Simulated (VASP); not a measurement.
# AgBr (Fm-3m) in VASP: further runs

AgBr is run at these levels: PBE; tasks: single point.

Program: VASP 6.6.1. These are calculated values, not measurements. Logs are shortened: lines on timing, memory, paths and dates and some standing lists are left out, and cuts for length are marked.

### 1 The cell of the first run

The structure is cubic, space group Fm-3m (No. 225). The conventional cell has a = 5.791 Å, b = 5.791 Å, c = 5.791 Å, α = 90.00°, β = 90.00°, γ = 90.00°. Ag (site symmetry m-3m) has 6 Br at 2.90 Å within 3.8 Å. Br (site symmetry m-3m) has 6 Ag at 2.90 Å within 3.8 Å.

### 2 Single point, PBE (volume scaled by 1.01)

INCAR reads:

```
PREC = Accurate
ENCUT = 500
EDIFF = 1E-6
ISMEAR = -1
SIGMA = 0.03
LREAL = False
LASPH = True
NELM = 120
ALGO = Normal
ISIF = 2
LWAVE = False
LCHARG = True
GGA = PE
LELF = True
LVHAR = True
NBANDS = 16
GGA_COMPAT = False
```

KPOINTS reads:

```
regular mesh
0
Gamma
  7 7 7
```

POSCAR reads:

```
AgBr
1.0
    0.0000000000      2.8956382764      2.8956382764
    2.8956382764      0.0000000000      2.8956382764
    2.8956382764      2.8956382764      0.0000000000
Ag Br
1 1
Direct
    0.5000000000      0.5000000000      0.5000000000
    0.0000000000      0.0000000000      0.0000000000
```

Potentials or basis: VASP PAW PBE potentials, release 64 (Ag, Br).

Launch:

```
$ cat potpaw_PBE.64/Ag/POTCAR potpaw_PBE.64/Br/POTCAR > POTCAR
$ mpirun -np 1 vasp_std > vasp.out
```

OUTCAR:

```text
PREC = Accurate
   ENCUT = 500
   EDIFF = 1E-6
   ISMEAR = -1
   LREAL = False
   LASPH = True
   NELM = 120
   ISIF = 2
   GGA = PE

 ion  position               nearest neighbor table
   1  0.500  0.500  0.500-   2 2.90   2 2.90   2 2.90   2 2.90   2 2.90   2 2.90
   2  0.000  0.000  0.000-   1 2.90   1 2.90   1 2.90   1 2.90   1 2.90   1 2.90

  LATTYP: Found a face centered cubic cell.
 ALAT       =     5.7912765528

  Lattice vectors:

 A1 = (   0.0000000000,   2.8956382764,   2.8956382764)
 A2 = (   2.8956382764,   0.0000000000,   2.8956382764)
 A3 = (   2.8956382764,   2.8956382764,   0.0000000000)

Analysis of symmetry for initial positions (statically):
=====================================================================
 Subroutine PRICEL returns:
 Original cell was already a primitive cell.

 Routine SETGRP: Setting up the symmetry group for a
 face centered cubic supercell.

 Subroutine GETGRP returns: Found 48 space group operations
 (whereof 48 operations were pure point group operations)
 out of a pool of 48 trial point group operations.

The static configuration has the point symmetry O_h .

Analysis of symmetry for dynamics (positions and initial velocities):
=====================================================================
 Subroutine PRICEL returns:
 Original cell was already a primitive cell.

 Routine SETGRP: Setting up the symmetry group for a
 face centered cubic supercell.

 Subroutine GETGRP returns: Found 48 space group operations
 (whereof 48 operations were pure point group operations)
 out of a pool of 48 trial point group operations.

The dynamic configuration has the point symmetry O_h .

 Subroutine INISYM returns: Found 48 space group operations
 (whereof 48 operations are pure point group operations),
 and found     1 'primitive' translations

----------------------------------------------------------------------------------------

                                     Primitive cell

  volume of cell :      48.5582

  direct lattice vectors                    reciprocal lattice vectors
     0.000000000  2.895638276  2.895638276    -0.172673501  0.172673501  0.172673501
     2.895638276  0.000000000  2.895638276     0.172673501 -0.172673501  0.172673501
     2.895638276  2.895638276  0.000000000     0.172673501  0.172673501 -0.172673501

  length of vectors
     4.095050922  4.095050922  4.095050922     0.299079278  0.299079278  0.299079278

  position of ions in fractional coordinates (direct lattice)
     0.500000000  0.500000000  0.500000000
     0.000000000  0.000000000  0.000000000

  ion indices of the primitive-cell ions
   primitive index   ion index
                 1           1
                 2           2

----------------------------------------------------------------------------------------

 KPOINTS: regular mesh

Automatic generation of k-mesh.
 Grid dimensions read from file:
 generate k-points for:    7    7    7

 Generating k-lattice:

  Cartesian coordinates                     Fractional coordinates (reciprocal lattice)
    -0.024667643  0.024667643  0.024667643     0.142857143  0.000000000  0.000000000
     0.024667643 -0.024667643  0.024667643     0.000000000  0.142857143  0.000000000
     0.024667643  0.024667643 -0.024667643     0.000000000  0.000000000  0.142857143

  Length of vectors
     0.042725611  0.042725611  0.042725611

  Shift w.r.t. Gamma in fractional coordinates (k-lattice)
     0.000000000  0.000000000  0.000000000

 Subroutine IBZKPT returns following result:
 ===========================================

 Found     20 irreducible k-points:

 Following reciprocal coordinates:
            Coordinates               Weight
  0.000000  0.000000  0.000000      1.000000
  0.142857  0.000000  0.000000      8.000000
  0.285714  0.000000  0.000000      8.000000
  0.428571  0.000000  0.000000      8.000000
  0.142857  0.142857  0.000000      6.000000
  0.285714  0.142857  0.000000     24.000000
[... 12 lines left out ...]
 -0.428571  0.428571  0.142857     24.000000
 -0.285714  0.428571  0.142857     24.000000
   k-points           NKPTS =     20   k-points in BZ     NKDIM =     20   number of bands    NBANDS=     16
   number of dos      NEDOS =    301   number of ions     NIONS =      2
   total plane-waves  NPLWV =  27000
   dimension x,y,z NGX =    30 NGY =   30 NGZ =   30
   dimension x,y,z NGXF=    60 NGYF=   60 NGZF=   60
   ions per type =               1   1
   NGX,Y,Z   is equivalent  to a cutoff of  12.18, 12.18, 12.18 a.u.
   NGXF,Y,Z  is equivalent  to a cutoff of  24.36, 24.36, 24.36 a.u.
 SYSTEM =  unknown system
   PREC   = accura    normal or accurate (medium, high low for compatibility)
   ISTART =      0    job   : 0-new  1-cont  2-samecut
   ICHARG =      2    charge: 1-file 2-atom 10-const
   ISPIN  =      1    spin polarized calculation?
   LNONCOLLINEAR =      F non collinear calculations
   LSORBIT =      F    spin-orbit coupling
   LASPH  =      T    aspherical Exc in radial PAW
   ENCUT  =  500.0 eV  36.75 Ry    6.06 a.u.   7.47  7.47  7.47*2*pi/ulx,y,z
   NELM   =    120;   NELMIN=  2; NELMDL= -5     # of ELM steps
   EDIFF  = 0.1E-05   stopping-criterion for ELM
   LREAL  =      F    real-space projection
   EDIFFG = 0.1E-04   stopping-criterion for IOM
   NSW    =      0    number of steps for IOM
   IBRION =     -1    ionic relax: 0-MD 1-quasi-New 2-CG
   NFREE  =      0    steps in history (QN), initial steepest desc. (CG)
   ISIF   =      2    stress and relaxation
   ISYM   =      2    0-nonsym 1-usesym 2-fastsym
   POTIM  = 0.5000    time-step for ionic-motion
   TEBEG  =    0.0;   TEEND  =   0.0 temperature during run
   PSTRESS=    0.0 pullay stress
   NELECT =      18.0000    total number of electrons
   NUPDOWN=      -1.0000    fix difference up-down
   EMIN   =  10.00;   EMAX   =-10.00  energy-range for DOS
   EFERMI =   0.00;   METHOD = LEGACY
   ISMEAR =    -1;   SIGMA  =   0.03  broadening in eV -4-tet -1-fermi 0-gaus
   EFERMI_NEDOS =   21; number of points for ismear=-14 and -15
   IALGO  =     38    algorithm
   IMIX   =      4    mixing-type and parameters
     AMIX     =   0.40;   BMIX     =  1.00
     AMIX_MAG =   1.60;   BMIX_MAG =  1.00
  volume/ion in A,a.u.               =      24.28       163.84
  Fermi-wavevector in a.u.,A,eV,Ry     =   1.176011  2.222338 18.816881  1.383002
  Thomas-Fermi vector in A             =   2.312382
   LORBIT       =      0    0 simple, 1 ext, 2 COOP (PROOUT), +10 PAW based schemes
   GGA     = PE    functional components
   LHFCALC =     F    Hartree Fock is set to
   AEXX    =    0.0000 exact exchange contribution
   IVDW    =     0    specifies the selected vdW correction
   LEPSILON=     F    determine dielectric tensor
   LRPA    =     F    only Hartree local field effects (RPA)
 non-spin polarized calculation
  energy-cutoff  :      500.00
  volume of cell :       48.56
 maximum number of plane-waves:      1248
 NGX is ok and might be reduce to    30
   NGX = 15   NGY = 15   NGZ = 15

 number of electron      18.0000004 magnetization

 Free energy of the ion-electron system (eV)
  ---------------------------------------------------
  ext. energy  EPLUGINS =         0.00000000
  ---------------------------------------------------
  free energy    TOTEN  =        -4.99613458 eV

  energy without entropy =       -4.99613448  energy(sigma->0) =       -4.99613453

 E-fermi :   3.6560     XC(G=0):  -9.7256

 val. band max:        3.2306929837   @ k =   0.4286   0.0000   0.0000
 cond. band min:       3.9777329253   @ k =   0.0000   0.0000   0.0000
 fundamental gap:      0.7470399417
 Fermi energy:         3.6559744579

 k-point     1 :       0.0000    0.0000    0.0000
  band No.  band energies     occupation
      1     -11.6127      2.00000
      2       0.6126      2.00000
      3       0.6126      2.00000
      4       0.6127      2.00000
      5       0.6127      2.00000
      6       0.6127      2.00000
[... 8 lines left out ...]
     15      14.9788      0.00000
     16      14.9788      0.00000

 k-point     2 :       0.1429    0.0000    0.0000
  band No.  band energies     occupation
      1     -11.5401      2.00000
      2       0.1566      2.00000
      3       0.1566      2.00000
      4       0.1609      2.00000
      5       0.6645      2.00000
      6       0.6645      2.00000
[... 8 lines left out ...]
     15      14.1862      0.00000
     16      14.5358      0.00000

 k-point     3 :       0.2857    0.0000    0.0000
  band No.  band energies     occupation
      1     -11.3686      2.00000
      2      -0.9444      2.00000
      3      -0.3771      2.00000
      4      -0.3771      2.00000
      5       0.7844      2.00000
      6       0.7844      2.00000
[... 8 lines left out ...]
     15      14.9043      0.00000
     16      14.9043      0.00000

 k-point     4 :       0.4286    0.0000    0.0000
  band No.  band energies     occupation
      1     -11.2214      2.00000
      2      -1.6578      2.00000
      3      -0.6715      2.00000
      4      -0.6715      2.00000
      5       0.8842      2.00000
      6       0.8842      2.00000
[... 8 lines left out ...]
     15      16.1518      0.00000
     16      16.1518      0.00000
[... 248 lines left out ...]
 k-point    18 :      -0.4286    0.2857    0.1429
  band No.  band energies     occupation
      1     -11.1773      2.00000
      2      -1.2292      2.00000
      3      -0.6153      2.00000
      4      -0.4353      2.00000
      5       0.8295      2.00000
      6       0.9130      2.00000
[... 8 lines left out ...]
     15      16.2393      0.00000
     16      17.6745      0.00000

 k-point    19 :      -0.4286    0.4286    0.1429
  band No.  band energies     occupation
      1     -11.1648      2.00000
      2      -0.8655      2.00000
      3      -0.4002      2.00000
      4      -0.1216      2.00000
      5       0.8568      2.00000
      6       0.9400      2.00000
[... 8 lines left out ...]
     15      17.0399      0.00000
     16      18.3874      0.00000

 k-point    20 :      -0.2857    0.4286    0.1429
  band No.  band energies     occupation
      1     -11.1450      2.00000
      2      -0.8369      2.00000
      3      -0.5455      2.00000
      4      -0.4496      2.00000
      5       0.8648      2.00000
      6       0.9542      2.00000
[... 8 lines left out ...]
     15      16.0188      0.00000
     16      18.4662      0.00000

------------------------ aborting loop because EDIFF is reached ----------------------------------------

  FORCE on cell =-STRESS in cart. coord.  units (eV):
  Direction    XX          YY          ZZ          XY          YZ          ZX
  --------------------------------------------------------------------------------------
  -------------------------------------------------------------------------------------
  Total        0.3122190      0.3122190      0.3122190     -0.0000000     -0.0000000     -0.0000000
  in kB       10.3016540     10.3016540     10.3016540     -0.0000000     -0.0000000     -0.0000000
  external PRESSURE =      10.3016540 kB  Pullay stress =       0.0000000 kB

 VOLUME and BASIS-vectors are now :
 -----------------------------------------------------------------------------
  energy-cutoff  :      500.00
  volume of cell :       48.56
      direct lattice vectors                 reciprocal lattice vectors
     0.000000000  2.895638276  2.895638276    -0.172673501  0.172673501  0.172673501
     2.895638276  0.000000000  2.895638276     0.172673501 -0.172673501  0.172673501
     2.895638276  2.895638276  0.000000000     0.172673501  0.172673501 -0.172673501

 POSITION                                       TOTAL-FORCE (eV/Angst)
 -----------------------------------------------------------------------------------
      2.89564      2.89564      2.89564         0.000000     -0.000000      0.000000
      0.00000      0.00000      0.00000        -0.000000      0.000000     -0.000000
 -----------------------------------------------------------------------------------
    total drift:                                0.000000      0.000000      0.000000

  FREE ENERGIE OF THE ION-ELECTRON SYSTEM (eV)
  ---------------------------------------------------
  free  energy   TOTEN  =        -4.9961345825 eV

  energy  without entropy=       -4.9961344779  energy(sigma->0) =       -4.99613453
```

Run time: 16 s. Hardware: 1 thread of Intel Xeon 6975P-C, shared host; peak memory 0.17 GiB.

What came out:

```
Free energy            : -4.9961 eV
Pressure               : 1.0 GPa
Band gap on the k mesh : 0.75 eV, indirect (least direct gap 2.52 eV)
```

Levels at points of the mesh, in eV from the valence-band top:
```csv
k point,band 5,band 6,band 7,band 8,band 9,band 10,band 11,band 12,band 13,band 14
"(0.00, 0.00, 0.00)",-2.62,-2.62,-1.77,-1.77,-1.77,0.75,9.99,9.99,9.99,11.27
```

Caveat: the cell differs from its parent crystal (volume scaled by 1.01).

### 3 Single point, PBE

This run uses another cell than the first one, of 24.04 Å³/atom, 0.990 times its volume.

INCAR, as its differences from that of step 2:

```diff
@@ -11,6 +11,4 @@
 LWAVE = False
-LCHARG = True
+LCHARG = False
 GGA = PE
-LELF = True
-LVHAR = True
 NBANDS = 16
```

KPOINTS is that of step 2.

POSCAR reads:

```
AgBr
1.0
    0.0000000000      2.8860500000      2.8860500000
    2.8860500000      0.0000000000      2.8860500000
    2.8860500000      2.8860500000      0.0000000000
Ag Br
1 1
Direct
    0.5000000000      0.5000000000      0.5000000000
    0.0000000000      0.0000000000      0.0000000000
```

Potentials or basis: VASP PAW PBE potentials, release 64 (Ag, Br).

Launch:

```
$ cat potpaw_PBE.64/Ag/POTCAR potpaw_PBE.64/Br/POTCAR > POTCAR
$ mpirun -np 1 vasp_std > vasp.out
```

It took 14 s on 1 thread of Intel Xeon 6975P-C, shared host; peak memory 0.17 GiB.

It converged, with:

- Free energy: -4.9923 eV
- Pressure: 1.5 GPa
- Band gap on the k mesh: 0.75 eV, indirect (least direct gap 2.55 eV)

Levels at points of the mesh, in eV from the valence-band top:
```
           k point  band 6  band 7  band 8  band 9  band 10  band 11  band 12  band 13
(0.00, 0.00, 0.00)   -2.66   -1.80   -1.80   -1.80     0.75     9.99     9.99     9.99
```

### 4 Single point, PBE (volume scaled by 1.02)

INCAR reads:

```
ALGO = Normal
EDIFF = 1E-6
ENCUT = 500
GGA = PE
GGA_COMPAT = F
ISIF = 2
ISMEAR = -1
LASPH = T
LCHARG = T
LELF = T
LREAL = F
LVHAR = T
LWAVE = F
NBANDS = 16
NELM = 120
PREC = Accurate
SIGMA = 0.03
```

KPOINTS reads:

```
k-points
0
Gamma
  7 7 7
```

POSCAR reads:

```
AgBr
1.0
    0.0000000000      2.9051634709      2.9051634709
    2.9051634709      0.0000000000      2.9051634709
    2.9051634709      2.9051634709      0.0000000000
Ag Br
1 1
Direct
    0.5000000000      0.5000000000      0.5000000000
    0.0000000000      0.0000000000      0.0000000000
```

Launch:

```
$ cat potpaw_PBE.64/Ag/POTCAR potpaw_PBE.64/Br/POTCAR > POTCAR
$ mpirun -np 1 vasp_std > vasp.out
```

It took 15 s on 1 thread of Intel Xeon 6975P-C, shared host; peak memory 0.17 GiB.

It converged, with:

```
Free energy            : -4.9986 eV
Pressure               : 0.6 GPa
Band gap on the k mesh : 0.75 eV, indirect (least direct gap 2.49 eV)
```

Levels at points of the mesh, in eV from the valence-band top:
```tsv
k point	band 6	band 7	band 8	band 9	band 10	band 11	band 12	band 13
(0.00, 0.00, 0.00)	-2.58	-1.74	-1.74	-1.74	0.75	9.99	9.99	9.99
```

Caveat: the cell differs from its parent crystal (volume scaled by 1.02).

### 5 Single point, PBE (volume scaled by 1.04)

INCAR reads:

```
SYSTEM = AgBr
PREC     = Accurate       ! precision mode
ENCUT    = 500            ! plane-wave cutoff, eV
EDIFF    = 1E-6           ! SCF threshold, eV
ISMEAR   = -1             ! smearing method
SIGMA    = 0.03           ! smearing width, eV
LREAL    = .False.        ! projectors in reciprocal space
LASPH    = .True.         ! aspherical terms in the spheres
NELM     = 120            ! most SCF steps
ALGO     = Normal         ! electronic algorithm
ISIF     = 2              ! what is computed and relaxed
LWAVE    = .False.        ! write WAVECAR
LCHARG   = .False.        ! write CHGCAR
GGA      = PE             ! functional
NBANDS   = 16             ! bands
GGA_COMPAT= .False.
```

KPOINTS reads:

```
regular mesh
0
Gamma
  7 7 7
  0 0 0
```

POSCAR reads:

```
AgBr
1.0
    0.0000000000      2.9240286974      2.9240286974
    2.9240286974      0.0000000000      2.9240286974
    2.9240286974      2.9240286974      0.0000000000
Ag Br
1 1
Direct
    0.5000000000      0.5000000000      0.5000000000
    0.0000000000      0.0000000000      0.0000000000
```

Launch:

```
$ cat potpaw_PBE.64/Ag/POTCAR potpaw_PBE.64/Br/POTCAR > POTCAR
$ mpirun -np 1 vasp_std > vasp.out
```

Wall time 14 s (1 thread of Intel Xeon 6975P-C, shared host); peak memory 0.17 GiB.

The run converged. Its results:

```yaml
Free_energy: -5.0000 eV
Pressure: -0.2 GPa
Band_gap_on_the_k_mesh: 0.75 eV, indirect (least direct gap 2.43 eV)
```

Levels at points of the mesh, in eV from the valence-band top:
| k point | band 7 | band 8 | band 9 | band 10 | band 11 | band 12 |
| --- | --- | --- | --- | --- | --- | --- |
| (0.00, 0.00, 0.00) | -1.67 | -1.67 | -1.67 | 0.75 | 9.99 | 9.99 |

Caveat: the cell differs from its parent crystal (volume scaled by 1.04).

### 6 Overview

```tsv
cell	gap on the mesh (eV)	pressure (GPa)
a = 4.095 Å, angles 60.0°, 2 atoms	0.75	1.0
a = 4.081 Å, angles 60.0°, 2 atoms	0.75	1.5
a = 4.109 Å, angles 60.0°, 2 atoms	0.75	0.6
a = 4.135 Å, angles 60.0°, 2 atoms	0.75	-0.2
```

Alike in all rows: task single point; level PBE; potentials or basis VASP PAW PBE potentials, release 64 (Ag, Br); no spin polarisation; k mesh 7 × 7 × 7; cutoff (eV) 500; smearing fermi-dirac 0.03 eV.

Total energies depend on the potentials used, so only differences within one code and one set of settings carry meaning.
